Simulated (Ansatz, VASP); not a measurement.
## Cu in VASP and in Ansatz

INCAR

```
SYSTEM = Cu
ALGO = Fast
EDIFF = 1E-7
ENCUT = 520
GGA = PS
ISIF = 2
ISMEAR = 0
LASPH = .True.
LCHARG = .True.
LELF = .True.
LREAL = .False.
LVHAR = .True.
LWAVE = .False.
NBANDS = 18
NELM = 60
PREC = Accurate
SIGMA = 0.15
```

KPOINTS

```
k-points
0
Gamma
  20 20 18
  0 0 0
```

File POSCAR:

```
Cu
1.0
    1.2146947347     -3.9594664907      0.0000000000
    1.2146947347      3.9594664907      0.0000000000
    0.0000000000      0.0000000000      2.4675572805
Cu
2
Direct
    0.1338543804      0.8661456196      0.2500000000
    0.8661456196      0.1338543804      0.7500000000
```

Input for Ansatz:

```yaml
crystal:
  lattice:
    - [1.2146947347, -3.9594664907, 0.0]
    - [1.2146947347, 3.9594664907, 0.0]
    - [0.0, 0.0, 2.4675572805]
  atoms:
    - { symbol: Cu, position: [0.1338543804, 0.8661456196, 0.25] }
    - { symbol: Cu, position: [0.8661456196, 0.1338543804, 0.75] }
basis:
  ecutwfc: 520.0
kpoints:
  mp_grid: { grid: [20, 20, 18] }
hamiltonian:
  xc: pbesol
  pseudopotentials: { kind: paw, azcp: { folder: soft_1 } }
scf:
  occupations: { method: gaussian, width: 0.15 }
output:
  forces: true
  stress: true
  eigenvalues: true
  write_density: true
  write_potential: true
  elf: true
  volumetric_format: npy
```

Alike in both runs: task single point; functional PBEsol; k mesh 20 × 20 × 18; occupations gaussian, width 0.15 eV; no spin polarisation.

```csv
,VASP,Ansatz
version,VASP 6.6.1,Ansatz 0.2.0
potentials or method,"VASP PAW PBE potentials, release 64 (Cu), cutoff 520 eV","scalar-relativistic, plane waves, PAW"
valence electrons in the cell,22,38
```

```csv
,VASP,Ansatz,Ansatz less VASP
gap on the k mesh at the Fermi level (eV),none,none,-
pressure (GPa),0.9,0.0,-0.86
"traceless stress, the component that is largest in VASP (GPa)",0.18,0.10,-0.082
```

VASP's potentials were made for PBE, not for PBEsol, and Ansatz warns of the same on its side. A gap of «none» marks a metal or a gap that the smearing closes. With one functional, cell and mesh, what is left measures potentials, basis and numerics. VASP's potentials hold 22 valence electrons a cell and Ansatz's 38, so a difference there can come from the potentials and not from the codes.
